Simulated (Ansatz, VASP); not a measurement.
TeF: VASP beside Ansatz

```
Te F
1.0
     0.00000    2.90956    2.90956
     2.90956    0.00000    2.90956
     2.90956    2.90956    0.00000
Te F
1 1
Direct
  0.00000 0.00000 0.00000
  0.75000 0.75000 0.75000
```

Alike in both runs: functional PBE; k mesh 16 × 16 × 16; occupations gaussian, width 0.1 eV; no spin polarisation.

Ansatz relaxed the structure, and its values are those at the end. VASP's run is a single point on that final structure, the one shown.

```csv
,VASP,Ansatz
version,VASP 6.6.1,Ansatz 0.2.0
potentials or method,"VASP PAW PBE potentials, release 64 (Te, F), cutoff 520 eV","scalar-relativistic, plane waves, PAW"
valence electrons in the cell,13,23
```

Ansatz gave:

- gap on the k mesh at the Fermi level (eV): none
- pressure (GPa): 0.0

Q: What did VASP give for the same quantities?

A: gap on the k mesh at the Fermi level (eV): none; pressure (GPa): -0.3.

A gap of «none» marks a metal or a gap that the smearing closes. VASP's potentials hold 13 valence electrons a cell and Ansatz's 23, so a difference there can come from the potentials and not from the codes.

Spin-orbit coupling is off throughout.
